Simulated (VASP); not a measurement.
# BN (F-43m) in VASP: a series of runs

Aim: see how the results for BN move with the level of theory and the settings. Levels: PBEsol, RPBE, revPBE, BLYP. Tasks: relaxation of cell and atoms.

Everything below comes from runs of VASP 6.6.1. Logs are shortened: lines on timing, memory, paths and dates and some standing lists are left out, and cuts for length are marked.

## 1. The cell of the first run

It takes space group F-43m (No. 216, cubic). The conventional cell has a = 3.626 Å, b = 3.626 Å, c = 3.626 Å, α = 90.00°, β = 90.00°, γ = 90.00°. N (site symmetry -43m) has 4 B at 1.57 Å within 2.1 Å. Within 2.1 Å of B (site symmetry -43m) lie 4 N at 1.57 Å.

## 2. Relaxation of cell and atoms, PBEsol

INCAR

```
PREC     = Accurate       # precision mode
ENCUT    = 600            # plane-wave cutoff, eV
EDIFF    = 1E-7           # SCF threshold, eV
ISMEAR   = -1             # smearing method
SIGMA    = 0.05           # smearing width, eV
LREAL    = False          # projectors in reciprocal space
LASPH    = True           # aspherical terms in the spheres
NELM     = 80             # most SCF steps
ALGO     = Normal         # electronic algorithm
ISIF     = 3              # what is computed and relaxed
LWAVE    = False          # write WAVECAR
LCHARG   = False          # write CHGCAR
GGA      = PS             # functional
IBRION   = 2              # ionic algorithm
NSW      = 80             # ionic steps
EDIFFG   = -0.02          # ionic threshold
```

KPOINTS

```
Automatic mesh
0
Gamma
  13 13 13
```

POSCAR

```
BN
1.0
    0.0000000000      1.8130010000      1.8130010000
    1.8130010000      0.0000000000      1.8130010000
    1.8130010000      1.8130010000      0.0000000000
N B
1 1
Direct
    0.2500000000      0.2500000000      0.2500000000
    0.0000000000      0.0000000000      0.0000000000
```

Potentials or basis: VASP PAW PBE potentials, release 64 (N, B).

Launch:

```sh
$ cat potpaw_PBE.64/N/POTCAR potpaw_PBE.64/B/POTCAR > POTCAR
$ mpirun -np 1 vasp_std > vasp.out
```

OUTCAR:

```text
PREC = Accurate
   ENCUT = 600
   EDIFF = 1E-7
   ISMEAR = -1
   LREAL = False
   LASPH = True
   NELM = 80
   ISIF = 3
   GGA = PS
   IBRION = 2
   NSW = 80
   EDIFFG = -0.02

 ion  position               nearest neighbor table
   1  0.250  0.250  0.250-   2 1.57   2 1.57   2 1.57   2 1.57
   2  0.000  0.000  0.000-   1 1.57   1 1.57   1 1.57   1 1.57

  LATTYP: Found a face centered cubic cell.
 ALAT       =     3.6260020000

  Lattice vectors:

 A1 = (   0.0000000000,   1.8130010000,   1.8130010000)
 A2 = (   1.8130010000,   0.0000000000,   1.8130010000)
 A3 = (   1.8130010000,   1.8130010000,   0.0000000000)

Analysis of symmetry for initial positions (statically):
=====================================================================
 Subroutine PRICEL returns:
 Original cell was already a primitive cell.

 Routine SETGRP: Setting up the symmetry group for a
 face centered cubic supercell.

 Subroutine GETGRP returns: Found 24 space group operations
 (whereof 24 operations were pure point group operations)
 out of a pool of 48 trial point group operations.

The static configuration has the point symmetry T_d .

Analysis of symmetry for dynamics (positions and initial velocities):
=====================================================================
 Subroutine PRICEL returns:
 Original cell was already a primitive cell.

 Routine SETGRP: Setting up the symmetry group for a
 face centered cubic supercell.

 Subroutine GETGRP returns: Found 24 space group operations
 (whereof 24 operations were pure point group operations)
 out of a pool of 48 trial point group operations.

The dynamic configuration has the point symmetry T_d .

 Subroutine INISYM returns: Found 24 space group operations
 (whereof 24 operations are pure point group operations),
 and found     1 'primitive' translations

----------------------------------------------------------------------------------------

                                     Primitive cell

  volume of cell :      11.9186

  direct lattice vectors                    reciprocal lattice vectors
     0.000000000  1.813001000  1.813001000    -0.275785838  0.275785838  0.275785838
     1.813001000  0.000000000  1.813001000     0.275785838 -0.275785838  0.275785838
     1.813001000  1.813001000  0.000000000     0.275785838  0.275785838 -0.275785838

  length of vectors
     2.563970603  2.563970603  2.563970603     0.477675083  0.477675083  0.477675083

  position of ions in fractional coordinates (direct lattice)
     0.250000000  0.250000000  0.250000000
     0.000000000  0.000000000  0.000000000

  ion indices of the primitive-cell ions
   primitive index   ion index
                 1           1
                 2           2

----------------------------------------------------------------------------------------

 KPOINTS: Automatic mesh

Automatic generation of k-mesh.
 Grid dimensions read from file:
 generate k-points for:   13   13   13

 Generating k-lattice:

  Cartesian coordinates                     Fractional coordinates (reciprocal lattice)
    -0.021214295  0.021214295  0.021214295     0.076923077  0.000000000  0.000000000
     0.021214295 -0.021214295  0.021214295     0.000000000  0.076923077  0.000000000
     0.021214295  0.021214295 -0.021214295     0.000000000  0.000000000  0.076923077

  Length of vectors
     0.036744237  0.036744237  0.036744237

  Shift w.r.t. Gamma in fractional coordinates (k-lattice)
     0.000000000  0.000000000  0.000000000

 Subroutine IBZKPT returns following result:
 ===========================================

 Found     84 irreducible k-points:

 Following reciprocal coordinates:
            Coordinates               Weight
  0.000000  0.000000  0.000000      1.000000
  0.076923  0.000000  0.000000      8.000000
  0.153846  0.000000  0.000000      8.000000
  0.230769  0.000000  0.000000      8.000000
  0.307692  0.000000  0.000000      8.000000
  0.384615  0.000000  0.000000      8.000000
[... 16 lines left out ...]
  0.384615  0.153846  0.000000     24.000000
  0.461538  0.153846  0.000000     24.000000
 [... further k-points ...]
   k-points           NKPTS =     84   k-points in BZ     NKDIM =     84   number of bands    NBANDS=      8
   number of dos      NEDOS =    301   number of ions     NIONS =      2
   total plane-waves  NPLWV =   8000
   dimension x,y,z NGX =    20 NGY =   20 NGZ =   20
   dimension x,y,z NGXF=    40 NGYF=   40 NGZF=   40
   ions per type =               1   1
   NGX,Y,Z   is equivalent  to a cutoff of  12.97, 12.97, 12.97 a.u.
   NGXF,Y,Z  is equivalent  to a cutoff of  25.94, 25.94, 25.94 a.u.
 SYSTEM =  unknown system
   PREC   = accura    normal or accurate (medium, high low for compatibility)
   ISTART =      0    job   : 0-new  1-cont  2-samecut
   ICHARG =      2    charge: 1-file 2-atom 10-const
   ISPIN  =      1    spin polarized calculation?
   LNONCOLLINEAR =      F non collinear calculations
   LSORBIT =      F    spin-orbit coupling
   LASPH  =      T    aspherical Exc in radial PAW
   ENCUT  =  600.0 eV  44.10 Ry    6.64 a.u.   5.12  5.12  5.12*2*pi/ulx,y,z
   NELM   =     80;   NELMIN=  2; NELMDL= -5     # of ELM steps
   EDIFF  = 0.1E-06   stopping-criterion for ELM
   LREAL  =      F    real-space projection
   EDIFFG = -.2E-01   stopping-criterion for IOM
   NSW    =     80    number of steps for IOM
   IBRION =      2    ionic relax: 0-MD 1-quasi-New 2-CG
   NFREE  =      1    steps in history (QN), initial steepest desc. (CG)
   ISIF   =      3    stress and relaxation
   ISYM   =      2    0-nonsym 1-usesym 2-fastsym
   POTIM  = 0.5000    time-step for ionic-motion
   TEBEG  =    0.0;   TEEND  =   0.0 temperature during run
   PSTRESS=    0.0 pullay stress
   NELECT =       8.0000    total number of electrons
   NUPDOWN=      -1.0000    fix difference up-down
   EMIN   =  10.00;   EMAX   =-10.00  energy-range for DOS
   EFERMI =   0.00;   METHOD = LEGACY
   ISMEAR =    -1;   SIGMA  =   0.05  broadening in eV -4-tet -1-fermi 0-gaus
   EFERMI_NEDOS =   21; number of points for ismear=-14 and -15
   IALGO  =     38    algorithm
   IMIX   =      4    mixing-type and parameters
     AMIX     =   0.40;   BMIX     =  1.00
     AMIX_MAG =   1.60;   BMIX_MAG =  1.00
  volume/ion in A,a.u.               =       5.96        40.22
  Fermi-wavevector in a.u.,A,eV,Ry     =   1.433387  2.708709 27.954506  2.054598
  Thomas-Fermi vector in A             =   2.552911
   LORBIT       =      0    0 simple, 1 ext, 2 COOP (PROOUT), +10 PAW based schemes
   GGA     = PS    functional components
   LHFCALC =     F    Hartree Fock is set to
   AEXX    =    0.0000 exact exchange contribution
   IVDW    =     0    specifies the selected vdW correction
   LEPSILON=     F    determine dielectric tensor
   LRPA    =     F    only Hartree local field effects (RPA)
 conjugate gradient relaxation of ions
 non-spin polarized calculation
  energy-cutoff  :      600.00
  volume of cell :       11.92
 maximum number of plane-waves:       411
   NGX = 11   NGY = 11   NGZ = 11

--------------------------------------- Ionic step        1  -------------------------------------------

 number of electron       7.9999999 magnetization

 Free energy of the ion-electron system (eV)
  ---------------------------------------------------
  ext. energy  EPLUGINS =         0.00000000
  ---------------------------------------------------
  free energy    TOTEN  =       -18.34773670 eV

  energy without entropy =      -18.34773670  energy(sigma->0) =      -18.34773670

------------------------ aborting loop because EDIFF is reached ----------------------------------------

  FORCE on cell =-STRESS in cart. coord.  units (eV):
  Direction    XX          YY          ZZ          XY          YZ          ZX
  --------------------------------------------------------------------------------------
  -------------------------------------------------------------------------------------
  Total       -0.4487842     -0.4487842     -0.4487842     -0.0000000     -0.0000000     -0.0000000
  in kB      -60.3287043    -60.3287043    -60.3287043     -0.0000000     -0.0000000     -0.0000000
  external PRESSURE =     -60.3287043 kB  Pullay stress =       0.0000000 kB
[... 57 lines left out ...]
  energy  without entropy=      -18.3474348345  energy(sigma->0) =      -18.34743483

--------------------------------------- Ionic step        3  -------------------------------------------

 number of electron       7.9999999 magnetization

 Free energy of the ion-electron system (eV)
  ---------------------------------------------------
  ext. energy  EPLUGINS =         0.00000000
  ---------------------------------------------------
  free energy    TOTEN  =       -18.35136410 eV

  energy without entropy =      -18.35136410  energy(sigma->0) =      -18.35136410

 E-fermi :   8.4392     XC(G=0): -13.0501

 val. band max:        7.4478719694   @ k =   0.0000   0.0000   0.0000
 cond. band min:      11.8086333143   @ k =   0.4615   0.4615   0.0000
 fundamental gap:      4.3607613448
 Fermi energy:         8.4391515643

 k-point     1 :       0.0000    0.0000    0.0000
  band No.  band energies     occupation
      1     -12.8842      2.00000
      2       7.4479      2.00000
      3       7.4479      2.00000
      4       7.4479      2.00000
      5      16.2419      0.00000
      6      16.2419      0.00000
      7      16.2419      0.00000
      8      17.8282      0.00000
[... 243 lines left out ...]
 k-point    24 :       0.4615    0.1538    0.0000
  band No.  band energies     occupation
      1      -8.8401      2.00000
      2      -1.9396      2.00000
      3       4.1485      2.00000
      4       4.5787      2.00000
      5      16.2564      0.00000
      6      19.5948      0.00000
      7      19.9551      0.00000
      8      22.1010      0.00000

 [... further k-points ...]

------------------------ aborting loop because EDIFF is reached ----------------------------------------

  FORCE on cell =-STRESS in cart. coord.  units (eV):
  Direction    XX          YY          ZZ          XY          YZ          ZX
  --------------------------------------------------------------------------------------
  -------------------------------------------------------------------------------------
  Total       -0.0008837     -0.0008837     -0.0008837      0.0000000      0.0000000     -0.0000000
  in kB       -0.1207170     -0.1207170     -0.1207170      0.0000000      0.0000000     -0.0000000
  external PRESSURE =      -0.1207170 kB  Pullay stress =       0.0000000 kB
[... 17 lines left out ...]
  FREE ENERGIE OF THE ION-ELECTRON SYSTEM (eV)
  ---------------------------------------------------
  free  energy   TOTEN  =       -18.3513640992 eV

  energy  without entropy=      -18.3513640992  energy(sigma->0) =      -18.35136410

 reached required accuracy - stopping structural energy minimisation
```

It took 10 s on 1 thread of Intel Xeon 6975P-C (Granite Rapids), shared host; peak memory 0.12 GiB.

Results:

```
Free energy                            : -18.3514 eV
Relaxed volume                         : 5.86 Å³/atom
Relaxed cell                           : a = 2.550 Å, b = 2.550 Å, c = 2.550 Å, α = 60.00°, β = 60.00°, γ = 60.00°
Space group after relaxing (to 0.05 Å) : F-43m (No. 216)
Energy gained by relaxing              : 1.8 meV/atom
Ionic steps                            : 3
Pressure after relaxing                : 0.0 GPa
Band gap on the k mesh                 : 4.36 eV, indirect (least direct gap 8.79 eV)
```

The path:
```
step  energy change (eV)  largest force (eV/Å)  pressure (GPa)  volume (Å³)
   1              0.0000                0.0000           -6.03        11.92
   2              0.0003                0.0000            6.62        11.54
   3             -0.0036                0.0000           -0.01        11.73
```

Final structure:
```
N B
1.0
     0.00000    1.80334    1.80334
     1.80334    0.00000    1.80334
     1.80334    1.80334    0.00000
N B
1 1
Direct
  0.25000 0.25000 0.25000
  0.00000 0.00000 0.00000
```

Caveat: the PAW data sets were made with another functional, which shifts forces and pressure a little.

(Part 1 of 2 ends here.)
